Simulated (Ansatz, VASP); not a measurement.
Two plane-wave programs on Bi2Te3

The input INCAR:

```
SYSTEM = Bi2Te3
PREC = Accurate
ENCUT = 520
EDIFF = 1E-6
ISMEAR = 0
SIGMA = 0.01
LREAL = .FALSE.
LASPH = .TRUE.
NELM = 100
ALGO = Normal
ISIF = 2
LWAVE = .FALSE.
LCHARG = .TRUE.
GGA = PE
LELF = .TRUE.
LVHAR = .TRUE.
NBANDS = 32
```

The input KPOINTS:

```
regular mesh
0
G
  6 6 6
  0 0 0
```

The input POSCAR:

```
Bi2Te3
1.0
    2.1930000000      1.2661300000     10.1656700000
   -2.1930000000      1.2661300000     10.1656700000
    0.0000000000     -2.5322600000     10.1656700000
Bi Te
2 3
Direct
    0.4000000000      0.4000000000      0.4000000000
    0.6000000000      0.6000000000      0.6000000000
    0.0000000000      0.0000000000      0.0000000000
    0.2095000000      0.2095000000      0.2095000000
    0.7905000000      0.7905000000      0.7905000000
```

Input for Ansatz:

```yaml
crystal:
  lattice:
    - [2.193, 1.26613, 10.16567]
    - [-2.193, 1.26613, 10.16567]
    - [0.0, -2.53226, 10.16567]
  atoms:
    - { symbol: Bi, position: [0.4, 0.4, 0.4] }
    - { symbol: Bi, position: [0.6, 0.6, 0.6] }
    - { symbol: Te, position: [0.0, 0.0, 0.0] }
    - { symbol: Te, position: [0.2095, 0.2095, 0.2095] }
    - { symbol: Te, position: [0.7905000000000001, 0.7905000000000001, 0.7905] }
basis:
  ecutwfc: 450.0
kpoints:
  mp_grid:
    grid: [6, 6, 6]
hamiltonian:
  xc: pbe
scf:
  occupations:
    method: fixed
output:
  stress: true
```

Alike in both runs: task single point; functional PBE; k mesh 6 × 6 × 6; no spin polarisation.

|  | VASP | Ansatz |
| --- | --- | --- |
| version | VASP 6.6.1 | Ansatz 0.2.0 |
| potentials or method | VASP PAW PBE potentials, release 64 (Bi_d, Te), cutoff 520 eV | plane waves, PAW |
| occupations | gaussian, width 0.01 eV | fixed |
| valence electrons in the cell | 48 | 78 |

|  | VASP | Ansatz | Ansatz less VASP |
| --- | --- | --- | --- |
| pressure (GPa) | 1.9 | 1.9 | +0.02 |
| traceless stress, the component that is largest in VASP (GPa) | -0.12 | -0.12 | -0.002 |

VASP's potentials hold 48 valence electrons a cell and Ansatz's 78, so a difference there can come from the potentials and not from the codes.

Neither program's run includes spin-orbit coupling.
